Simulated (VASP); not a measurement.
# TiB2 (P6/mmm) in VASP: a series of runs, part 3 of 3

VASP 6.6.1.

### 5 Electric field gradients, PBE (zz strain of -1 %)

Contents of INCAR:

```
PREC = Accurate
ENCUT = 520
EDIFF = 1E-8
ISMEAR = -1
SIGMA = 0.08
LREAL = False
LASPH = True
NELM = 80
ALGO = Normal
ISIF = 2
LWAVE = False
LCHARG = False
GGA = PE
LEFG = True
NBANDS = 16
```

Contents of KPOINTS:

```
Automatic mesh
0
Gamma
  15 15 13
```

Contents of POSCAR:

```
TiB2
1.0
    3.0291982016      0.0000000000      0.0000000000
   -1.5145991008      2.6233625957      0.0000000000
    0.0000000000      0.0000000000      3.1961160000
Ti B
1 2
Direct
    0.0000000000      0.0000000000      0.0000000000
    0.3333333333      0.6666666667      0.5000000000
    0.6666666667      0.3333333333      0.5000000000
```

Potentials or basis: VASP PAW PBE potentials, release 64 (Ti_sv, B).

Run with:

```console
cat potpaw_PBE.64/Ti_sv/POTCAR potpaw_PBE.64/B/POTCAR > POTCAR
mpirun -np 1 vasp_std > vasp.out
```

OUTCAR:

```text
PREC = Accurate
   ENCUT = 520
   EDIFF = 1E-8
   ISMEAR = -1
   LREAL = False
   LASPH = True
   NELM = 80
   ISIF = 2
   GGA = PE

 ion  position               nearest neighbor table
   1  0.000  0.000  0.000-   2 2.37   3 2.37   2 2.37   3 2.37   3 2.37   3 2.37   2 2.37   2 2.37
                             3 2.37   3 2.37   2 2.37   2 2.37
   2  0.333  0.667  0.500-   3 1.75   3 1.75   3 1.75   1 2.37   1 2.37   1 2.37   1 2.37   1 2.37
                             1 2.37
   3  0.667  0.333  0.500-   2 1.75   2 1.75   2 1.75   1 2.37   1 2.37   1 2.37   1 2.37   1 2.37
                             1 2.37

  LATTYP: Found a hexagonal cell.
 ALAT       =     3.0291982016
 C/A-ratio  =     1.0551029637

  Lattice vectors:

 A1 = (   3.0291982016,   0.0000000000,   0.0000000000)
 A2 = (  -1.5145991008,   2.6233625957,   0.0000000000)
 A3 = (   0.0000000000,   0.0000000000,   3.1961160000)

Analysis of symmetry for initial positions (statically):
=====================================================================
 Subroutine PRICEL returns:
 Original cell was already a primitive cell.

 Routine SETGRP: Setting up the symmetry group for a
 hexagonal supercell.

 Subroutine GETGRP returns: Found 24 space group operations
 (whereof 24 operations were pure point group operations)
 out of a pool of 24 trial point group operations.

The static configuration has the point symmetry D_6h.

Analysis of symmetry for dynamics (positions and initial velocities):
=====================================================================
 Subroutine PRICEL returns:
 Original cell was already a primitive cell.

 Routine SETGRP: Setting up the symmetry group for a
 hexagonal supercell.

 Subroutine GETGRP returns: Found 24 space group operations
 (whereof 24 operations were pure point group operations)
 out of a pool of 24 trial point group operations.

The dynamic configuration has the point symmetry D_6h.

 Subroutine INISYM returns: Found 24 space group operations
 (whereof 24 operations are pure point group operations),
 and found     1 'primitive' translations

----------------------------------------------------------------------------------------

                                     Primitive cell

  volume of cell :      25.3985

  direct lattice vectors                    reciprocal lattice vectors
     3.029198202  0.000000000  0.000000000     0.330120360  0.190595079  0.000000000
    -1.514599101  2.623362596  0.000000000     0.000000000  0.381190157  0.000000000
     0.000000000  0.000000000  3.196116000     0.000000000  0.000000000  0.312879758

  length of vectors
     3.029198202  3.029198202  3.196116000     0.381190157  0.381190157  0.312879758

  position of ions in fractional coordinates (direct lattice)
     0.000000000  0.000000000  0.000000000
     0.333333333  0.666666667  0.500000000
     0.666666667  0.333333333  0.500000000

  ion indices of the primitive-cell ions
   primitive index   ion index
                 1           1
                 2           2
                 3           3

----------------------------------------------------------------------------------------
[... 80 lines left out ...]
   PSTRESS=    0.0 pullay stress
   NELECT =      18.0000    total number of electrons
   NUPDOWN=      -1.0000    fix difference up-down
   EMIN   =  10.00;   EMAX   =-10.00  energy-range for DOS
   EFERMI =   0.00;   METHOD = LEGACY
   ISMEAR =    -1;   SIGMA  =   0.08  broadening in eV -4-tet -1-fermi 0-gaus
   EFERMI_NEDOS =   21; number of points for ismear=-14 and -15
   IALGO  =     38    algorithm
   IMIX   =      4    mixing-type and parameters
     AMIX     =   0.40;   BMIX     =  1.00
     AMIX_MAG =   1.60;   BMIX_MAG =  1.00
  volume/ion in A,a.u.               =       8.47        57.13
  Fermi-wavevector in a.u.,A,eV,Ry     =   1.459585  2.758216 28.985706  2.130389
  Thomas-Fermi vector in A             =   2.576135
   LORBIT       =      0    0 simple, 1 ext, 2 COOP (PROOUT), +10 PAW based schemes
   GGA     = PE    functional components
   LHFCALC =     F    Hartree Fock is set to
   AEXX    =    0.0000 exact exchange contribution
   IVDW    =     0    specifies the selected vdW correction
   LEPSILON=     F    determine dielectric tensor
   LRPA    =     F    only Hartree local field effects (RPA)
 non-spin polarized calculation
  energy-cutoff  :      520.00
  volume of cell :       25.40
 maximum number of plane-waves:       702
 NGX is ok and might be reduce to    24
   NGX = 11   NGY = 11   NGZ = 11

 number of electron      17.9999998 magnetization

 Free energy of the ion-electron system (eV)
  ---------------------------------------------------
  ext. energy  EPLUGINS =         0.00000000
  ---------------------------------------------------
  free energy    TOTEN  =       -24.42952224 eV

  energy without entropy =      -24.42140923  energy(sigma->0) =      -24.42546573

 E-fermi :  10.1277     XC(G=0): -12.8194

 val. band max:       10.1267733909   @ k =   0.2667   0.2000   0.0000
 cond. band min:      10.1410989538   @ k =   0.0667   0.0000   0.3846
 fundamental gap:      0.0143255628
 Fermi energy:        10.1277249891

 k-point     1 :       0.0000    0.0000    0.0000
  band No.  band energies     occupation
      1     -46.8060      2.00000
      2     -23.1532      2.00000
      3     -22.8472      2.00000
      4     -22.8472      2.00000
      5      -3.4393      2.00000
      6       7.4223      2.00000
[... 433 lines left out ...]
      3     -23.0782      2.00000
      4     -23.0316      2.00000
      5       1.1625      2.00000
      6       1.2651      2.00000
[... 8 lines left out ...]
     15      19.0148      0.00000
     16      20.0928      0.00000

 [... further k-points ...]
[... 5 lines left out ...]
  --------------------------------------------------------------------------------------
  -------------------------------------------------------------------------------------
  Total        0.2908252      0.2908252      0.6945000      0.0000000      0.0000000     -0.0000000
  in kB       18.3456896     18.3456896     43.8101039      0.0000000      0.0000000     -0.0000000
  external PRESSURE =      26.8338277 kB  Pullay stress =       0.0000000 kB

 VOLUME and BASIS-vectors are now :
 -----------------------------------------------------------------------------
  energy-cutoff  :      520.00
  volume of cell :       25.40
      direct lattice vectors                 reciprocal lattice vectors
     3.029198202  0.000000000  0.000000000     0.330120360  0.190595079  0.000000000
    -1.514599101  2.623362596  0.000000000     0.000000000  0.381190157  0.000000000
     0.000000000  0.000000000  3.196116000     0.000000000  0.000000000  0.312879758

 POSITION                                       TOTAL-FORCE (eV/Angst)
 -----------------------------------------------------------------------------------
      0.00000      0.00000      0.00000        -0.000000      0.000000      0.000000
     -0.00000      1.74891      1.59806        -0.000000      0.000000     -0.000000
      1.51460      0.87445      1.59806         0.000000     -0.000000      0.000000
 -----------------------------------------------------------------------------------
    total drift:                               -0.000000      0.000000      0.000000

  FREE ENERGIE OF THE ION-ELECTRON SYSTEM (eV)
  ---------------------------------------------------
  free  energy   TOTEN  =       -24.4295222354 eV

  energy  without entropy=      -24.4214092334  energy(sigma->0) =      -24.42546573

 Electric field gradients (V/A^2)
---------------------------------------------------------------------
 ion       V_xx      V_yy      V_zz      V_xy      V_xz      V_yz
---------------------------------------------------------------------
   1      -8.317    -8.319    16.636    -0.001     0.000    -0.000
   2      -2.099    -2.099     4.199     0.000     0.000    -0.000
   3      -2.099    -2.099     4.199     0.000     0.000     0.000
---------------------------------------------------------------------

 Electric field gradients after diagonalization (V/A^2)
 (convention: |V_zz| > |V_xx| > |V_yy|)
----------------------------------------------------------------------
 ion       V_xx      V_yy      V_zz     asymmetry (V_yy - V_xx)/ V_zz
----------------------------------------------------------------------
   1      -8.319    -8.316    16.636       0.000
   2      -2.099    -2.099     4.199       0.000
   3      -2.099    -2.099     4.199       0.000
----------------------------------------------------------------------

           NMR quadrupolar parameters

 Cq : quadrupolar parameter    Cq=e*Q*V_zz/h
 eta: asymmetry parameters     (V_yy - V_xx)/ V_zz
 Q  : nuclear electric quadrupole moment in mb (millibarn)
----------------------------------------------------------------------
 ion       Cq(MHz)       eta       Q (mb)
----------------------------------------------------------------------
   1       0.040       0.000       1.000
   2       0.010       0.000       1.000
   3       0.010       0.000       1.000
----------------------------------------------------------------------
```

OSZICAR:

```text
N       E                     dE             d eps       ncg     rms          rms(c)
DAV:   1     0.122154121661E+03    0.12215E+03   -0.90913E+03  6056   0.129E+03
DAV:   2    -0.224253221391E+02   -0.14458E+03   -0.13972E+03  6648   0.343E+02
DAV:   3    -0.293874304589E+02   -0.69621E+01   -0.69087E+01  8696   0.734E+01
DAV:   4    -0.295477112379E+02   -0.16028E+00   -0.16019E+00  7488   0.988E+00
DAV:   5    -0.295516913544E+02   -0.39801E-02   -0.39798E-02  8536   0.131E+00    0.169E+01
DAV:   6    -0.244374975116E+02    0.51142E+01   -0.20332E+01  8768   0.486E+01    0.383E+00
DAV:   7    -0.244276369375E+02    0.98606E-02   -0.10234E+00  6464   0.115E+01    0.340E+00
DAV:   8    -0.244309944828E+02   -0.33575E-02   -0.79109E-02  9928   0.234E+00    0.773E-01
DAV:   9    -0.244299630382E+02    0.10314E-02   -0.32075E-02  7536   0.228E+00    0.256E-01
DAV:  10    -0.244295150175E+02    0.44802E-03   -0.26056E-03  7976   0.621E-01    0.618E-02
DAV:  11    -0.244295375766E+02   -0.22559E-04   -0.42080E-04  8416   0.228E-01    0.615E-02
DAV:  12    -0.244295226079E+02    0.14969E-04   -0.92982E-05  7008   0.124E-01    0.901E-03
DAV:  13    -0.244295222074E+02    0.40050E-06   -0.40439E-06  7328   0.189E-02    0.331E-03
DAV:  14    -0.244295221978E+02    0.95554E-08   -0.40656E-07  7504   0.567E-03    0.788E-04
DAV:  15    -0.244295222232E+02   -0.25424E-07   -0.73104E-08  8704   0.209E-03    0.378E-04
DAV:  16    -0.244295222340E+02   -0.10747E-07   -0.32638E-09  3760   0.522E-04    0.219E-04
DAV:  17    -0.244295222354E+02   -0.14713E-08   -0.10597E-09  3304   0.316E-04
   1 F= -.24429522E+02 E0= -.24425466E+02  d E =-.811300E-02
```

Wall time 4 min (1 thread of AMD EPYC 7R13, shared host); peak memory 0.17 GiB.

Results:

* Free energy: -24.4295 eV
* Pressure: 2.7 GPa
* Band gap on the k mesh: zero (band 9 reaches 10.41 eV, above the bottom of band 10 at 9.89 eV)

Levels at points of the mesh, in eV from the Fermi level:
```csv
k point,band 6,band 7,band 8,band 9,band 10,band 11,band 12,band 13
"(0.00, 0.00, 0.00)",-2.71,-2.71,-2.23,-2.13,1.91,1.91,3.74,3.74
```

Electric field gradients, principal values (V/Å²):
```tsv
atom	least	middle	greatest (by size)
1 Ti	-8.316	-8.319	16.636
2 B	-2.099	-2.099	4.199
3 B	-2.099	-2.099	4.199
```

Caveat: the cell differs from its parent crystal (zz strain of -1 %); without QUAD_EFG the Cq values of the log hold for a quadrupole moment of 1 mb, not for the nuclei.

### 6 Overview

| cell | gap on the mesh (eV) | pressure (GPa) |
| --- | --- | --- |
| a = 3.090, b = 3.090, c = 3.228 Å, angles 90.0, 90.0, 120.0°, 3 atoms | none | -9.6 |
| a = 3.029, b = 3.029, c = 3.132 Å, angles 90.0, 90.0, 120.0°, 3 atoms | none | 7.6 |
| a = 3.029, b = 3.029, c = 3.196 Å, angles 90.0, 90.0, 120.0°, 3 atoms | none | 2.7 |

Alike in all rows: task electric field gradients; level PBE; potentials or basis VASP PAW PBE potentials, release 64 (Ti_sv, B); no spin polarisation; k mesh 15 × 15 × 13; cutoff (eV) 520; smearing fermi-dirac 0.08 eV.

Absolute energies hang on the potentials; compare differences alone.
